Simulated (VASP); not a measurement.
A run of VASP 6.6.1 is set up as follows.

File INCAR:

```
PREC     = Accurate       # precision mode
ENCUT    = 700            # plane-wave cutoff, eV
EDIFF    = 1E-6           # SCF threshold, eV
ISMEAR   = 0              # smearing method
SIGMA    = 0.1            # smearing width, eV
LREAL    = False          # projectors in reciprocal space
LASPH    = True           # aspherical terms in the spheres
NELM     = 120            # most SCF steps
ALGO     = Normal         # electronic algorithm
ISIF     = 2              # what is computed and relaxed
LWAVE    = False          # write WAVECAR
LCHARG   = False          # write CHGCAR
GGA      = PS             # functional
NBANDS   = 26             # bands
GGA_COMPAT= False
```

KPOINTS

```
regular mesh
0
Gamma
  20 20 14
```

Contents of POSCAR:

```
Cu
1.0
    1.8139488346      1.8139488346      0.0000000000
   -1.8139488346      1.8139488346      0.0000000000
    0.0000000000      0.0000000000      3.4208758837
Cu
2
Direct
    0.0000000000      0.0000000000      0.0000000000
    0.5000000000      0.5000000000      0.5000000000
```

Potentials or basis: VASP PAW PBE potentials, release 64 (Cu_sv_GW).

The run is started by

```console
$ cat potpaw_PBE.64/Cu_sv_GW/POTCAR > POTCAR
$ mpirun -np 1 vasp_std > vasp.out
```

(1) Predict the band gap on the k mesh.

(2) Predict the pressure.

Answers

(1) zero (band 19 reaches 14.32 eV, above the bottom of band 20 at 5.98 eV).

(2) -3.7 GPa.

Caveat: the cell differs from its parent crystal (uniaxial strain along c: -4.0 %, then relaxed in part); the PAW data sets were made with another functional, which shifts forces and pressure a little.
